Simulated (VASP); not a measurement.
# SiNi (P2_13) in VASP: further runs

The runs below take SiNi through single point, relaxation of cell and atoms, with PBE.

Everything below comes from runs of VASP 6.6.1. Logs are shortened: lines on timing, memory, paths and dates and some standing lists are left out, and cuts for length are marked.

## (1) The cell of the first run

Symmetry: P2_13, No. 198, cubic system. The conventional cell has a = 4.504 Å, b = 4.504 Å, c = 4.504 Å, α = 90.00°, β = 90.00°, γ = 90.00°. Si (site symmetry 3) has 7 Ni at 2.36 to 2.44 Å and 6 Si at 2.78 Å within 3.1 Å. Ni (site symmetry 3) has 7 Si at 2.36 to 2.44 Å and 6 Ni at 2.78 Å within 3.1 Å.

## (2) Single point, PBE

The input, INCAR:

```
SYSTEM = SiNi
PREC = Accurate
ENCUT = 520
EDIFF = 1E-6
ISMEAR = 0
SIGMA = 0.1
LREAL = .False.
LASPH = .True.
NELM = 100
ALGO = Normal
ISIF = 2
LWAVE = .False.
LCHARG = .False.
GGA = PE
NBANDS = 38
```

The input, KPOINTS:

```
Automatic mesh
0
Gamma
  4 4 4
  0 0 0
```

The input, POSCAR:

```
SiNi
1.0
    4.5036940000      0.0000000000      0.0000000000
    0.0000000000      4.5036940000      0.0000000000
    0.0000000000      0.0000000000      4.5036940000
Si Ni
4 4
Direct
    0.6531700000      0.1531700000      0.3468300000
    0.1531700000      0.3468300000      0.6531700000
    0.3468300000      0.6531700000      0.1531700000
    0.8468300000      0.8468300000      0.8468300000
    0.3504960000      0.8504960000      0.6495040000
    0.8504960000      0.6495040000      0.3504960000
    0.6495040000      0.3504960000      0.8504960000
    0.1495040000      0.1495040000      0.1495040000
```

Potentials or basis: VASP PAW PBE potentials, release 64 (Si, Ni).

Command:

```sh
> cat potpaw_PBE.64/Si/POTCAR potpaw_PBE.64/Ni/POTCAR > POTCAR
> mpirun -np 1 vasp_std > vasp.out
```

OUTCAR:

```text
SYSTEM = SiNi
   PREC = Accurate
   ENCUT = 520
   EDIFF = 1E-6
   ISMEAR = 0
   LREAL = .False.
   LASPH = .True.
   NELM = 100
   ISIF = 2
   GGA = PE

 ion  position               nearest neighbor table
   1  0.653  0.153  0.347-   5 2.36   6 2.41   7 2.41   8 2.41   7 2.44   6 2.44   8 2.44   2 2.78
                             4 2.78   3 2.78   3 2.78   2 2.78   4 2.78
   2  0.153  0.347  0.653-   6 2.36   5 2.41   7 2.41   8 2.41   5 2.44   8 2.44   7 2.44   1 2.78
                             3 2.78   3 2.78   4 2.78   1 2.78   4 2.78
   3  0.347  0.653  0.153-   7 2.36   6 2.41   5 2.41   8 2.41   6 2.44   5 2.44   8 2.44   1 2.78
                             2 2.78   2 2.78   1 2.78   4 2.78   4 2.78
   4  0.847  0.847  0.847-   8 2.36   6 2.41   7 2.41   5 2.41   7 2.44   6 2.44   5 2.44   2 2.78
                             3 2.78   1 2.78   1 2.78   2 2.78   3 2.78
   5  0.350  0.850  0.650-   1 2.36   2 2.41   3 2.41   4 2.41   3 2.44   2 2.44   4 2.44   8 2.78
                             6 2.78   8 2.78   6 2.78   7 2.78   7 2.78
   6  0.850  0.650  0.350-   2 2.36   1 2.41   3 2.41   4 2.41   1 2.44   4 2.44   3 2.44   5 2.78
                             7 2.78   7 2.78   5 2.78   8 2.78   8 2.78
   7  0.650  0.350  0.850-   3 2.36   2 2.41   1 2.41   4 2.41   2 2.44   1 2.44   4 2.44   6 2.78
                             6 2.78   8 2.78   8 2.78   5 2.78   5 2.78
   8  0.150  0.150  0.150-   4 2.36   2 2.41   3 2.41   1 2.41   3 2.44   2 2.44   1 2.44   5 2.78
                             7 2.78   5 2.78   7 2.78   6 2.78   6 2.78

  LATTYP: Found a simple cubic cell.
 ALAT       =     4.5036940000

  Lattice vectors:

 A1 = (   4.5036940000,   0.0000000000,   0.0000000000)
 A2 = (   0.0000000000,   4.5036940000,   0.0000000000)
 A3 = (   0.0000000000,   0.0000000000,   4.5036940000)

Analysis of symmetry for initial positions (statically):
=====================================================================
 Subroutine PRICEL returns:
 Original cell was already a primitive cell.

 Routine SETGRP: Setting up the symmetry group for a
 simple cubic supercell.

 Subroutine GETGRP returns: Found 12 space group operations
 (whereof  3 operations were pure point group operations)
 out of a pool of 48 trial point group operations.

The static configuration has the point symmetry C_3 .
 The point group associated with its full space group is T   .

Analysis of symmetry for dynamics (positions and initial velocities):
=====================================================================
 Subroutine PRICEL returns:
 Original cell was already a primitive cell.

 Routine SETGRP: Setting up the symmetry group for a
 simple cubic supercell.

 Subroutine GETGRP returns: Found 12 space group operations
 (whereof  3 operations were pure point group operations)
 out of a pool of 48 trial point group operations.

The dynamic configuration has the point symmetry C_3 .
 The point group associated with its full space group is T   .

 Subroutine INISYM returns: Found 12 space group operations
 (whereof  3 operations are pure point group operations),
 and found     1 'primitive' translations

----------------------------------------------------------------------------------------

                                     Primitive cell

  volume of cell :      91.3496

  direct lattice vectors                    reciprocal lattice vectors
     4.503694000  0.000000000  0.000000000     0.222039952  0.000000000  0.000000000
     0.000000000  4.503694000  0.000000000     0.000000000  0.222039952  0.000000000
     0.000000000  0.000000000  4.503694000     0.000000000  0.000000000  0.222039952

  length of vectors
     4.503694000  4.503694000  4.503694000     0.222039952  0.222039952  0.222039952

  position of ions in fractional coordinates (direct lattice)
     0.653170000  0.153170000  0.346830000
     0.153170000  0.346830000  0.653170000
     0.346830000  0.653170000  0.153170000
     0.846830000  0.846830000  0.846830000
     0.350496000  0.850496000  0.649504000
     0.850496000  0.649504000  0.350496000
     0.649504000  0.350496000  0.850496000
     0.149504000  0.149504000  0.149504000

  ion indices of the primitive-cell ions
   primitive index   ion index
                 1           1
                 2           2
                 3           3
                 4           4
                 5           5
                 6           6
                 7           7
                 8           8

----------------------------------------------------------------------------------------

 KPOINTS: Automatic mesh

Automatic generation of k-mesh.
 Grid dimensions read from file:
 generate k-points for:    4    4    4

 Generating k-lattice:

  Cartesian coordinates                     Fractional coordinates (reciprocal lattice)
     0.055509988  0.000000000  0.000000000     0.250000000  0.000000000  0.000000000
     0.000000000  0.055509988  0.000000000     0.000000000  0.250000000  0.000000000
     0.000000000  0.000000000  0.055509988     0.000000000  0.000000000  0.250000000

  Length of vectors
     0.055509988  0.055509988  0.055509988

  Shift w.r.t. Gamma in fractional coordinates (k-lattice)
     0.000000000  0.000000000  0.000000000

 Subroutine IBZKPT returns following result:
 ===========================================

 Found     11 irreducible k-points:

 Following reciprocal coordinates:
            Coordinates               Weight
  0.000000  0.000000  0.000000      1.000000
  0.250000  0.000000  0.000000      6.000000
  0.500000  0.000000  0.000000      3.000000
  0.250000  0.250000  0.000000     12.000000
  0.500000  0.250000  0.000000      6.000000
 -0.250000  0.500000  0.000000      6.000000
  0.500000  0.500000  0.000000      3.000000
  0.250000  0.250000  0.250000      8.000000
  0.500000  0.250000  0.250000     12.000000
  0.500000  0.500000  0.250000      6.000000
  0.500000  0.500000  0.500000      1.000000
   k-points           NKPTS =     11   k-points in BZ     NKDIM =     11   number of bands    NBANDS=     38
   number of dos      NEDOS =    301   number of ions     NIONS =      8
   total plane-waves  NPLWV =  46656
   dimension x,y,z NGX =    36 NGY =   36 NGZ =   36
   dimension x,y,z NGXF=    72 NGYF=   72 NGZF=   72
   ions per type =               4   4
   NGX,Y,Z   is equivalent  to a cutoff of  13.29, 13.29, 13.29 a.u.
   NGXF,Y,Z  is equivalent  to a cutoff of  26.58, 26.58, 26.58 a.u.
 SYSTEM =  SiNi
   PREC   = accura    normal or accurate (medium, high low for compatibility)
   ISTART =      0    job   : 0-new  1-cont  2-samecut
   ICHARG =      2    charge: 1-file 2-atom 10-const
   ISPIN  =      1    spin polarized calculation?
   LNONCOLLINEAR =      F non collinear calculations
   LSORBIT =      F    spin-orbit coupling
   LASPH  =      T    aspherical Exc in radial PAW
   ENCUT  =  520.0 eV  38.22 Ry    6.18 a.u.   8.37  8.37  8.37*2*pi/ulx,y,z
   NELM   =    100;   NELMIN=  2; NELMDL= -5     # of ELM steps
   EDIFF  = 0.1E-05   stopping-criterion for ELM
   LREAL  =      F    real-space projection
   EDIFFG = 0.1E-04   stopping-criterion for IOM
   NSW    =      0    number of steps for IOM
   IBRION =     -1    ionic relax: 0-MD 1-quasi-New 2-CG
   NFREE  =      0    steps in history (QN), initial steepest desc. (CG)
   ISIF   =      2    stress and relaxation
   ISYM   =      2    0-nonsym 1-usesym 2-fastsym
   POTIM  = 0.5000    time-step for ionic-motion
   TEBEG  =    0.0;   TEEND  =   0.0 temperature during run
   PSTRESS=    0.0 pullay stress
   NELECT =      56.0000    total number of electrons
   NUPDOWN=      -1.0000    fix difference up-down
   EMIN   =  10.00;   EMAX   =-10.00  energy-range for DOS
   EFERMI =   0.00;   METHOD = LEGACY
   ISMEAR =     0;   SIGMA  =   0.10  broadening in eV -4-tet -1-fermi 0-gaus
   EFERMI_NEDOS =   21; number of points for ismear=-14 and -15
   IALGO  =     38    algorithm
   IMIX   =      4    mixing-type and parameters
     AMIX     =   0.40;   BMIX     =  1.00
     AMIX_MAG =   1.60;   BMIX_MAG =  1.00
  volume/ion in A,a.u.               =      11.42        77.06
  Fermi-wavevector in a.u.,A,eV,Ry     =   1.390706  2.628053 26.314523  1.934063
  Thomas-Fermi vector in A             =   2.514615
   LORBIT       =      0    0 simple, 1 ext, 2 COOP (PROOUT), +10 PAW based schemes
   GGA     = PE    functional components
   LHFCALC =     F    Hartree Fock is set to
   AEXX    =    0.0000 exact exchange contribution
   IVDW    =     0    specifies the selected vdW correction
   LEPSILON=     F    determine dielectric tensor
   LRPA    =     F    only Hartree local field effects (RPA)
 non-spin polarized calculation
 Gauss-broadening in eV      SIGMA  =   0.10
  energy-cutoff  :      520.00
  volume of cell :       91.35
 maximum number of plane-waves:      2517
 NGX is ok and might be reduce to    36
   NGX = 17   NGY = 17   NGZ = 17

 number of electron      55.9999997 magnetization

 Free energy of the ion-electron system (eV)
  ---------------------------------------------------
  ext. energy  EPLUGINS =         0.00000000
  ---------------------------------------------------
  free energy    TOTEN  =       -46.78582931 eV

  energy without entropy =      -46.75981949  energy(sigma->0) =      -46.77282440

 E-fermi :  11.9757     XC(G=0): -12.5653

 val. band max:       11.9639408774   @ k =   0.2500   0.2500   0.0000
 cond. band min:      11.9971334166   @ k =   0.2500   0.0000   0.0000
 fundamental gap:      0.0331925392
 Fermi energy:        11.9757278123

 k-point     1 :       0.0000    0.0000    0.0000
  band No.  band energies     occupation
      1      -2.2643      2.00000
      2       3.1354      2.00000
      3       3.1354      2.00000
      4       3.1354      2.00000
      5       5.6655      2.00000
      6       5.6655      2.00000
[... 30 lines left out ...]
     37      16.4973      0.00000
     38      16.4973      0.00000
[... 408 lines left out ...]
     37      18.4497      0.00000
     38      18.4497      0.00000

------------------------ aborting loop because EDIFF is reached ----------------------------------------

  FORCE on cell =-STRESS in cart. coord.  units (eV):
  Direction    XX          YY          ZZ          XY          YZ          ZX
  --------------------------------------------------------------------------------------
  -------------------------------------------------------------------------------------
  Total        1.1112852      1.1112852      1.1112852      0.0000000     -0.0000000      0.0000000
  in kB       19.4907912     19.4907912     19.4907912      0.0000000     -0.0000000      0.0000000
  external PRESSURE =      19.4907912 kB  Pullay stress =       0.0000000 kB

 VOLUME and BASIS-vectors are now :
 -----------------------------------------------------------------------------
  energy-cutoff  :      520.00
  volume of cell :       91.35
      direct lattice vectors                 reciprocal lattice vectors
     4.503694000  0.000000000  0.000000000     0.222039952  0.000000000  0.000000000
     0.000000000  4.503694000  0.000000000     0.000000000  0.222039952  0.000000000
     0.000000000  0.000000000  4.503694000     0.000000000  0.000000000  0.222039952

 POSITION                                       TOTAL-FORCE (eV/Angst)
 -----------------------------------------------------------------------------------
      2.94168      0.68983      1.56202         0.014237      0.014237     -0.014237
      0.68983      1.56202      2.94168         0.014237     -0.014237      0.014237
      1.56202      2.94168      0.68983        -0.014237      0.014237      0.014237
      3.81386      3.81386      3.81386        -0.014237     -0.014237     -0.014237
      1.57853      3.83037      2.92517         0.007822      0.007822     -0.007822
      3.83037      2.92517      1.57853         0.007822     -0.007822      0.007822
      2.92517      1.57853      3.83037        -0.007822      0.007822      0.007822
      0.67332      0.67332      0.67332        -0.007822     -0.007822     -0.007822
 -----------------------------------------------------------------------------------
    total drift:                                0.000000      0.000000     -0.000000

  FREE ENERGIE OF THE ION-ELECTRON SYSTEM (eV)
  ---------------------------------------------------
  free  energy   TOTEN  =       -46.7858293141 eV

  energy  without entropy=      -46.7598194922  energy(sigma->0) =      -46.77282440
```

Run time: 20 s. Hardware: 1 thread of Intel Xeon 6975P-C (Granite Rapids), shared host; peak memory 0.21 GiB.

What came out:

| Item | Value |
| --- | --- |
| Free energy | -46.7858 eV |
| Pressure | 1.9 GPa |
| Largest force | 0.025 eV/Å |
| Band gap on the k mesh | zero (bands 28 and 29 overlap by 1.17 eV) |

Forces on the atoms (eV/Å):
```
Si   0.014  0.014 -0.014
Si   0.014 -0.014  0.014
Si  -0.014  0.014  0.014
Si  -0.014 -0.014 -0.014
Ni   0.008  0.008 -0.008
Ni   0.008 -0.008  0.008
Ni  -0.008  0.008  0.008
Ni  -0.008 -0.008 -0.008
```

## (3) Single point, PBE

This run uses another cell than the first one, of 11.53 Å³/atom.

The input, INCAR:

```
ALGO     = Normal         # electronic algorithm
EDIFF    = 1E-7           # SCF threshold, eV
ENCUT    = 520            # plane-wave cutoff, eV
GGA      = PE             # functional
ISIF     = 2              # what is computed and relaxed
ISMEAR   = 0              # smearing method
LASPH    = T              # aspherical terms in the spheres
LCHARG   = T              # write CHGCAR
LELF     = T              # ELF
LREAL    = F              # projectors in reciprocal space
LVHAR    = T            
LWAVE    = F              # write WAVECAR
NBANDS   = 38             # bands
NELM     = 80             # most SCF steps
PREC     = Accurate       # precision mode
SIGMA    = 0.1            # smearing width, eV
```

The input, KPOINTS:

```
k-points
0
Gamma
  8 8 8
```

The input, POSCAR:

```
SiNi
1.0
    4.5186046085      0.0000000000      0.0000000000
    0.0000000000      4.5186046085      0.0000000000
    0.0000000000      0.0000000000      4.5186046085
Si Ni
4 4
Direct
    0.6535143069      0.1535143069      0.3464856931
    0.1535143069      0.3464856931      0.6535143069
    0.3464856931      0.6535143069      0.1535143069
    0.8464856931      0.8464856931      0.8464856931
    0.3510316317      0.8510316317      0.6489683683
    0.8510316317      0.6489683683      0.3510316317
    0.6489683683      0.3510316317      0.8510316317
    0.1489683683      0.1489683683      0.1489683683
```

Potentials or basis: VASP PAW PBE potentials, release 64 (Si, Ni).

Command:

```sh
> cat potpaw_PBE.64/Si/POTCAR potpaw_PBE.64/Ni/POTCAR > POTCAR
> mpirun -np 1 vasp_std > vasp.out
```

Run time: 75 s. Hardware: 1 thread of Intel Xeon 6975P-C (Granite Rapids), shared host; peak memory 0.28 GiB.

Results (log left out):

* Free energy: -46.8386 eV
* Pressure: 0.0 GPa
* Largest force: 0.011 eV/Å
* Band gap on the k mesh: zero (bands 28 and 29 overlap by 1.15 eV)

Forces on the atoms (eV/Å):
```
Si   0.002  0.002 -0.002
Si   0.002 -0.002  0.002
Si  -0.002  0.002  0.002
Si  -0.002 -0.002 -0.002
Ni   0.006  0.006 -0.006
Ni   0.006 -0.006  0.006
Ni  -0.006  0.006  0.006
Ni  -0.006 -0.006 -0.006
```

Levels at points of the mesh, in eV from the Fermi level:
```tsv
k point	band 25	band 26	band 27	band 28	band 29	band 30	band 31	band 32
(0.00, 0.00, 0.00)	-1.55	-1.55	-1.55	0.97	0.97	0.97	1.41	1.41
(0.50, 0.00, 0.00)	-1.91	-1.91	-0.56	-0.56	-0.18	-0.18	2.74	2.74
(0.50, 0.50, 0.00)	-1.46	-1.46	-0.93	-0.93	0.35	0.35	0.89	0.89
(0.50, 0.50, 0.50)	-1.71	-1.71	-1.71	-1.71	4.14	4.14	4.14	4.14
```

## (4) Relaxation of cell and atoms, PBE

The input, INCAR:

```
ALGO     = Normal         # electronic algorithm
EDIFF    = 1E-6           # SCF threshold, eV
EDIFFG   = -0.005         # ionic threshold
ENCUT    = 600            # plane-wave cutoff, eV
GGA      = PE             # functional
IBRION   = 2              # ionic algorithm
ISIF     = 3              # what is computed and relaxed
ISMEAR   = 0              # smearing method
LASPH    = True           # aspherical terms in the spheres
LCHARG   = False          # write CHGCAR
LREAL    = False          # projectors in reciprocal space
LWAVE    = False          # write WAVECAR
NELM     = 60             # most SCF steps
NSW      = 100            # ionic steps
PREC     = Accurate       # precision mode
SIGMA    = 0.1            # smearing width, eV
```

KPOINTS is that of step 3.

The input, POSCAR:

```
SiNi
1.0
    4.5036940000      0.0000000000      0.0000000000
    0.0000000000      4.5036940000      0.0000000000
    0.0000000000      0.0000000000      4.5036940000
Si Ni
4 4
Direct
    0.6531700000      0.1531700000      0.3468300000
    0.1531700000      0.3468300000      0.6531700000
    0.3468300000      0.6531700000      0.1531700000
    0.8468300000      0.8468300000      0.8468300000
    0.3504960000      0.8504960000      0.6495040000
    0.8504960000      0.6495040000      0.3504960000
    0.6495040000      0.3504960000      0.8504960000
    0.1495040000      0.1495040000      0.1495040000
```

Command:

```sh
> cat potpaw_PBE.64/Si/POTCAR potpaw_PBE.64/Ni/POTCAR > POTCAR
> mpirun -np 1 vasp_std > vasp.out
```

It took 6.5 min on 1 thread of Intel Xeon 6975P-C (Granite Rapids), shared host; peak memory 0.3 GiB.

Results (log left out):

* Free energy: -46.8374 eV
* Relaxed volume: 11.53 Å³/atom
* Relaxed cell: a = 4.519 Å, b = 4.519 Å, c = 4.519 Å, α = 90.00°, β = 90.00°, γ = 90.00°
* Space group after relaxing (to 0.1 Å): P2_13 (No. 198)
* Energy gained by relaxing: 0.7 meV/atom
* Ionic steps: 12
* Pressure after relaxing: 0.0 GPa
* Band gap on the k mesh: zero (bands 28 and 29 overlap by 1.16 eV)

Forces in eV/Å, atoms in the order of the input:
```
Si   0.000  0.000  0.000
Si   0.000  0.000  0.000
Si   0.000  0.000  0.000
Si   0.000  0.000  0.000
Ni   0.001  0.001 -0.001
Ni   0.001 -0.001  0.001
Ni  -0.001  0.001  0.001
Ni  -0.001 -0.001 -0.001
```

Step by step:
```tsv
step	energy change (eV)	largest force (eV/Å)	pressure (GPa)	volume (Å³)
1	0.0000	0.0227	1.78	91.35
2	-0.0014	0.0288	-1.46	93.04
3	-0.0051	0.0260	0.00	92.26
4	-0.0051	0.0261	0.00	92.27
5	-0.0041	0.0273	-0.79	92.66
6	-0.0051	0.0262	-0.05	92.29
7	-0.0053	0.0215	-0.22	92.29
8	-0.0055	0.0103	-0.07	92.30
9	-0.0055	0.0059	0.11	92.21
10	-0.0055	0.0073	0.12	92.24
11	-0.0055	0.0081	0.06	92.26
12	-0.0055	0.0021	-0.02	92.27
```

Final structure:
```
Si Ni
1.0
     4.51884    0.00000    0.00000
     0.00000    4.51884    0.00000
     0.00000    0.00000    4.51884
Si Ni
4 4
Direct
  0.65357 0.15357 0.34643
  0.15357 0.34643 0.65357
  0.34643 0.65357 0.15357
  0.84643 0.84643 0.84643
  0.35128 0.85128 0.64872
  0.85128 0.64872 0.35128
  0.64872 0.35128 0.85128
  0.14872 0.14872 0.14872
```

Levels at points of the mesh, in eV from the Fermi level:
```tsv
k point	band 26	band 27	band 28	band 29	band 30	band 31
(0.00, 0.00, 0.00)	-1.55	-1.55	0.97	0.97	0.97	1.41
(0.50, 0.00, 0.00)	-1.91	-0.56	-0.56	-0.18	-0.18	2.75
(0.50, 0.50, 0.00)	-1.46	-0.93	-0.93	0.35	0.35	0.89
(0.50, 0.50, 0.50)	-1.71	-1.71	-1.71	4.14	4.14	4.14
```

Spin polarisation is off, so any magnetic state and its effect on volume and gap are missing.

## (5) Summary

| task | cell | k mesh | cutoff (eV) | gap on the mesh (eV) | pressure (GPa) | largest force (eV/Å) |
| --- | --- | --- | --- | --- | --- | --- |
| single point | a = 4.504 Å, 8 atoms | 4 × 4 × 4 | 520 | none | 1.9 | 0.02 |
| single point | a = 4.519 Å, 8 atoms | 8 × 8 × 8 | 520 | none | 0.0 | 0.01 |
| relaxation of cell and atoms | relaxed from a = 4.504 Å, 8 atoms | 8 × 8 × 8 | 600 | none | 0.0 | - |

Alike in all rows: level PBE; potentials or basis VASP PAW PBE potentials, release 64 (Si, Ni); no spin polarisation; smearing gaussian 0.1 eV.

Total energies depend on the potentials used, so only differences within one code and one set of settings carry meaning.
